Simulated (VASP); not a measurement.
# Ru (R-3m) in VASP: further runs

The runs below take Ru through single point, with PBE.

Everything below comes from runs of VASP 6.6.1. Logs are shortened: lines on timing, memory, paths and dates and some standing lists are left out, and cuts for length are marked.

## (1) The cell of the first run

It takes space group R-3m (No. 166, trigonal). Conventional cell: a = 2.698 Å, b = 2.698 Å, c = 6.088 Å, α = 90.00°, β = 90.00°, γ = 120.00°. Within 3.4 Å of Ru (site symmetry -3m) lie 12 Ru at 2.56 to 2.70 Å.

## (2) Single point, PBE

Contents of INCAR:

```
SYSTEM = Ru
  PREC = Accurate
  ENCUT = 520
  EDIFF = 1E-7
  ISMEAR = 0
  SIGMA = 0.15
  LREAL = .False.
  LASPH = .True.
  NELM = 60
  ALGO = Normal
  ISIF = 2
  LWAVE = .False.
  LCHARG = .False.
  GGA = PE
  NBANDS = 13
```

Contents of KPOINTS:

```
regular mesh
0
Gamma
  20 20 20
  0 0 0
```

Contents of POSCAR:

```
Ru
1.0
   -0.1000169121      1.8074484823      1.8074484823
    1.8074484823     -0.1000169121      1.8074484823
    1.8074484823      1.8074484823     -0.1000169121
Ru
1
Direct
    0.0000000000      0.0000000000      0.0000000000
```

Potentials or basis: VASP PAW PBE potentials, release 64 (Ru_pv).

On the command line:

```bash
> cat potpaw_PBE.64/Ru_pv/POTCAR > POTCAR
> mpirun -np 1 vasp_std > vasp.out
```

OUTCAR:

```text
SYSTEM = Ru
   PREC = Accurate
   ENCUT = 520
   EDIFF = 1E-7
   ISMEAR = 0
   LREAL = .False.
   LASPH = .True.
   NELM = 60
   ISIF = 2
   GGA = PE

 ion  position               nearest neighbor table
   1  0.000  0.000  0.000-

  LATTYP: Found a trigonal (rhomboedric) cell.
 ALAT       =     2.5580741614
 COS(alpha) =     0.4439842763

  Lattice vectors:

 A1 = (  -0.1000169121,   1.8074484823,   1.8074484823)
 A2 = (   1.8074484823,  -0.1000169121,   1.8074484823)
 A3 = (   1.8074484823,   1.8074484823,  -0.1000169121)

Analysis of symmetry for initial positions (statically):
=====================================================================
 Subroutine PRICEL returns:
 Original cell was already a primitive cell.

 Routine SETGRP: Setting up the symmetry group for a
 trigonal (rhombohedral) supercell.

 Subroutine GETGRP returns: Found 12 space group operations
 (whereof 12 operations were pure point group operations)
 out of a pool of 12 trial point group operations.

The static configuration has the point symmetry D_3d.

Analysis of symmetry for dynamics (positions and initial velocities):
=====================================================================
 Subroutine PRICEL returns:
 Original cell was already a primitive cell.

 Routine SETGRP: Setting up the symmetry group for a
 trigonal (rhombohedral) supercell.

 Subroutine GETGRP returns: Found 12 space group operations
 (whereof 12 operations were pure point group operations)
 out of a pool of 12 trial point group operations.

The dynamic configuration has the point symmetry D_3d.

 Subroutine INISYM returns: Found 12 space group operations
 (whereof 12 operations are pure point group operations),
 and found     1 'primitive' translations

----------------------------------------------------------------------------------------

                                     Primitive cell

  volume of cell :      12.7886

  direct lattice vectors                    reciprocal lattice vectors
    -0.100016912  1.807448482  1.807448482    -0.254669028  0.269586879  0.269586879
     1.807448482 -0.100016912  1.807448482     0.269586879 -0.254669028  0.269586879
     1.807448482  1.807448482 -0.100016912     0.269586879  0.269586879 -0.254669028

  length of vectors
     2.558074161  2.558074161  2.558074161     0.458487169  0.458487169  0.458487169

  position of ions in fractional coordinates (direct lattice)
     0.000000000  0.000000000  0.000000000

  ion indices of the primitive-cell ions
   primitive index   ion index
                 1           1

----------------------------------------------------------------------------------------

 KPOINTS: regular mesh

Automatic generation of k-mesh.
 Grid dimensions read from file:
 generate k-points for:   20   20   20

 Generating k-lattice:

  Cartesian coordinates                     Fractional coordinates (reciprocal lattice)
    -0.012733451  0.013479344  0.013479344     0.050000000  0.000000000  0.000000000
     0.013479344 -0.012733451  0.013479344     0.000000000  0.050000000  0.000000000
     0.013479344  0.013479344 -0.012733451     0.000000000  0.000000000  0.050000000

  Length of vectors
     0.022924358  0.022924358  0.022924358

  Shift w.r.t. Gamma in fractional coordinates (k-lattice)
     0.000000000  0.000000000  0.000000000

 Subroutine IBZKPT returns following result:
 ===========================================

 Found    781 irreducible k-points:

 Following reciprocal coordinates:
            Coordinates               Weight
  0.000000  0.000000  0.000000      1.000000
  0.050000 -0.000000 -0.000000      6.000000
  0.100000  0.000000 -0.000000      6.000000
  0.150000  0.000000 -0.000000      6.000000
  0.200000  0.000000 -0.000000      6.000000
  0.250000 -0.000000 -0.000000      6.000000
[... 16 lines left out ...]
 -0.400000  0.050000 -0.000000     12.000000
 -0.350000  0.050000  0.000000     12.000000
 [... further k-points ...]
   k-points           NKPTS =    781   k-points in BZ     NKDIM =    781   number of bands    NBANDS=     13
   number of dos      NEDOS =    301   number of ions     NIONS =      1
   total plane-waves  NPLWV =   8000
   dimension x,y,z NGX =    20 NGY =   20 NGZ =   20
   dimension x,y,z NGXF=    40 NGYF=   40 NGZF=   40
   ions per type =               1
   NGX,Y,Z   is equivalent  to a cutoff of  13.00, 13.00, 13.00 a.u.
   NGXF,Y,Z  is equivalent  to a cutoff of  26.00, 26.00, 26.00 a.u.
 SYSTEM =  Ru
   PREC   = accura    normal or accurate (medium, high low for compatibility)
   ISTART =      0    job   : 0-new  1-cont  2-samecut
   ICHARG =      2    charge: 1-file 2-atom 10-const
   ISPIN  =      1    spin polarized calculation?
   LNONCOLLINEAR =      F non collinear calculations
   LSORBIT =      F    spin-orbit coupling
   LASPH  =      T    aspherical Exc in radial PAW
   ENCUT  =  520.0 eV  38.22 Ry    6.18 a.u.   4.76  4.76  4.76*2*pi/ulx,y,z
   NELM   =     60;   NELMIN=  2; NELMDL= -5     # of ELM steps
   EDIFF  = 0.1E-06   stopping-criterion for ELM
   LREAL  =      F    real-space projection
   EDIFFG = 0.1E-05   stopping-criterion for IOM
   NSW    =      0    number of steps for IOM
   IBRION =     -1    ionic relax: 0-MD 1-quasi-New 2-CG
   NFREE  =      0    steps in history (QN), initial steepest desc. (CG)
   ISIF   =      2    stress and relaxation
   ISYM   =      2    0-nonsym 1-usesym 2-fastsym
   POTIM  = 0.5000    time-step for ionic-motion
   TEBEG  =    0.0;   TEEND  =   0.0 temperature during run
   PSTRESS=    0.0 pullay stress
   NELECT =      14.0000    total number of electrons
   NUPDOWN=      -1.0000    fix difference up-down
   EMIN   =  10.00;   EMAX   =-10.00  energy-range for DOS
   EFERMI =   0.00;   METHOD = LEGACY
   ISMEAR =     0;   SIGMA  =   0.15  broadening in eV -4-tet -1-fermi 0-gaus
   EFERMI_NEDOS =   21; number of points for ismear=-14 and -15
   IALGO  =     38    algorithm
   IMIX   =      4    mixing-type and parameters
     AMIX     =   0.40;   BMIX     =  1.00
     AMIX_MAG =   1.60;   BMIX_MAG =  1.00
  volume/ion in A,a.u.               =      12.79        86.30
  Fermi-wavevector in a.u.,A,eV,Ry     =   1.687238  3.188417 38.732664  2.846770
  Thomas-Fermi vector in A             =   2.769759
   LORBIT       =      0    0 simple, 1 ext, 2 COOP (PROOUT), +10 PAW based schemes
   GGA     = PE    functional components
   LHFCALC =     F    Hartree Fock is set to
   AEXX    =    0.0000 exact exchange contribution
   IVDW    =     0    specifies the selected vdW correction
   LEPSILON=     F    determine dielectric tensor
   LRPA    =     F    only Hartree local field effects (RPA)
 non-spin polarized calculation
 Gauss-broadening in eV      SIGMA  =   0.15
  energy-cutoff  :      520.00
  volume of cell :       12.79
 maximum number of plane-waves:       356
   NGX =  9   NGY =  9   NGZ =  9

 number of electron      14.0000001 magnetization

 Free energy of the ion-electron system (eV)
  ---------------------------------------------------
  ext. energy  EPLUGINS =         0.00000000
  ---------------------------------------------------
  free energy    TOTEN  =        -8.92498848 eV

  energy without entropy =       -8.91274474  energy(sigma->0) =       -8.91886661

 E-fermi :  13.8989     XC(G=0): -14.4858

 val. band max:       13.8988423697   @ k =  -0.4500   0.3500   0.1500
 cond. band min:      13.9043017430   @ k =  -0.1500   0.3000   0.1000
 fundamental gap:      0.0054593732
 Fermi energy:        13.8988959257

 k-point     1 :       0.0000    0.0000    0.0000
  band No.  band energies     occupation
      1     -28.5905      2.00000
      2     -28.5905      2.00000
      3     -28.4390      2.00000
      4       5.6331      2.00000
      5      10.5191      2.00000
      6      10.5191      2.00000
      7      11.9596      2.00000
      8      13.8600      1.28646
      9      13.8600      1.28646
     10      24.3814      0.00000
     11      28.8534      0.00000
     12      34.2055      0.00000
     13      34.2055      0.00000

 k-point     2 :       0.0500   -0.0000   -0.0000
  band No.  band energies     occupation
      1     -28.6182      2.00000
      2     -28.5930      2.00000
      3     -28.4487      2.00000
      4       5.7435      2.00000
      5      10.4990      2.00000
      6      10.5499      2.00000
      7      11.9819      2.00000
      8      13.8295      1.48732
      9      13.8354      1.45073
     10      24.3813      0.00000
     11      29.0379      0.00000
     12      33.8163      0.00000
     13      34.4072      0.00000

 k-point     3 :       0.1000    0.0000   -0.0000
  band No.  band energies     occupation
      1     -28.7045      2.00000
      2     -28.6002      2.00000
      3     -28.4703      2.00000
      4       6.0600      2.00000
      5      10.4375      2.00000
      6      10.6302      2.00000
      7      12.0589      2.00000
      8      13.7578      1.81665
      9      13.7797      1.73895
     10      24.3813      0.00000
     11      29.5551      0.00000
     12      32.8383      0.00000
     13      34.9991      0.00000
[... 305 lines left out ...]
 k-point    23 :      -0.4000    0.0500   -0.0000
  band No.  band energies     occupation
      1     -29.7443      2.00000
      2     -28.7097      2.00000
      3     -28.6319      2.00000
      4       7.5280      2.00000
      5      10.3440      2.00000
      6      11.8271      2.00000
      7      13.3807      2.00000
      8      15.3162      0.00000
      9      15.8876      0.00000
     10      24.3786      0.00000
     11      25.3763      0.00000
     12      29.4329      0.00000
     13      35.1623      0.00000

 k-point    24 :      -0.3500    0.0500    0.0000
  band No.  band energies     occupation
      1     -29.6215      2.00000
      2     -28.7030      2.00000
      3     -28.6128      2.00000
      4       7.6189      2.00000
      5      10.4699      2.00000
      6      11.9195      2.00000
      7      12.5233      2.00000
      8      14.8455      0.00000
      9      15.4394      0.00000
     10      24.3804      0.00000
     11      26.5180      0.00000
     12      30.0680      0.00000
     13      35.9974      0.00000

 [... further k-points ...]

------------------------ aborting loop because EDIFF is reached ----------------------------------------

  FORCE on cell =-STRESS in cart. coord.  units (eV):
  Direction    XX          YY          ZZ          XY          YZ          ZX
  --------------------------------------------------------------------------------------
  -------------------------------------------------------------------------------------
  Total        2.5735849      2.5735849      2.5735849      1.3446367      1.3446367      1.3446367
  in kB      322.4224197    322.4224197    322.4224197    168.4580224    168.4580224    168.4580224
  external PRESSURE =     322.4224197 kB  Pullay stress =       0.0000000 kB

 VOLUME and BASIS-vectors are now :
 -----------------------------------------------------------------------------
  energy-cutoff  :      520.00
  volume of cell :       12.79
      direct lattice vectors                 reciprocal lattice vectors
    -0.100016912  1.807448482  1.807448482    -0.254669028  0.269586879  0.269586879
     1.807448482 -0.100016912  1.807448482     0.269586879 -0.254669028  0.269586879
     1.807448482  1.807448482 -0.100016912     0.269586879  0.269586879 -0.254669028

 POSITION                                       TOTAL-FORCE (eV/Angst)
 -----------------------------------------------------------------------------------
      0.00000      0.00000      0.00000        -0.000000     -0.000000      0.000000
 -----------------------------------------------------------------------------------
    total drift:                                0.000000      0.000000      0.000000

  FREE ENERGIE OF THE ION-ELECTRON SYSTEM (eV)
  ---------------------------------------------------
  free  energy   TOTEN  =        -8.9249884793 eV

  energy  without entropy=       -8.9127447399  energy(sigma->0) =       -8.91886661
```

It took 56 s on 1 thread of Intel Xeon Platinum 8559C (Emerald Rapids), shared host; peak memory 0.22 GiB.

Results:

- Free energy: -8.9250 eV
- Pressure: 32.2 GPa
- Band gap on the k mesh: zero (band 7 reaches 16.28 eV, above the bottom of band 8 at 12.28 eV)

Levels at points of the mesh, in eV from the Fermi level:
```csv
k point,band 4,band 5,band 6,band 7,band 8,band 9,band 10,band 11
"(0.00, 0.00, 0.00)",-8.27,-3.38,-3.38,-1.94,-0.04,-0.04,10.48,14.95
"(0.50, 0.00, 0.00)",-6.53,-3.63,-2.15,0.78,1.38,2.14,10.44,10.57
"(0.50, 0.50, 0.00)",-6.98,-6.48,1.67,2.39,2.73,3.92,10.48,12.91
"(0.50, 0.50, 0.50)",-6.64,-3.26,-3.26,2.09,2.23,2.23,10.48,12.19
```

(Part 1 of 3 ends here.)
